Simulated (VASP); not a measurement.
Input of a VASP 6.6.1 run:

INCAR

```
ALGO = Normal ; EDIFF = 1E-7
ENCUT = 520 ; GGA = PE
ISIF = 2 ; ISMEAR = 0
LASPH = T ; LCHARG = T
LELF = T ; LREAL = F
LVHAR = T ; LWAVE = F
NBANDS = 16 ; NELM = 60
PREC = Accurate ; SIGMA = 0.1
```

The input KPOINTS:

```
k-points
0
Gamma
  18 18 18
```

The input POSCAR:

```
TiN
1.0
    0.0000000000      2.1019157570      2.1019157570
    2.1019157570      0.0000000000      2.1019157570
    2.1019157570      2.1019157570      0.0000000000
Ti N
1 1
Direct
    0.0000000000      0.0000000000      0.0000000000
    0.5000000000      0.5000000000      0.5000000000
```

Potentials or basis: VASP PAW PBE potentials, release 64 (Ti_sv, N).

Run with:

```bash
$ cat potpaw_PBE.64/Ti_sv/POTCAR potpaw_PBE.64/N/POTCAR > POTCAR
$ mpirun -np 1 vasp_std > vasp.out
```

(1) Predict the pressure.

Results:

(1) 9.5 GPa.
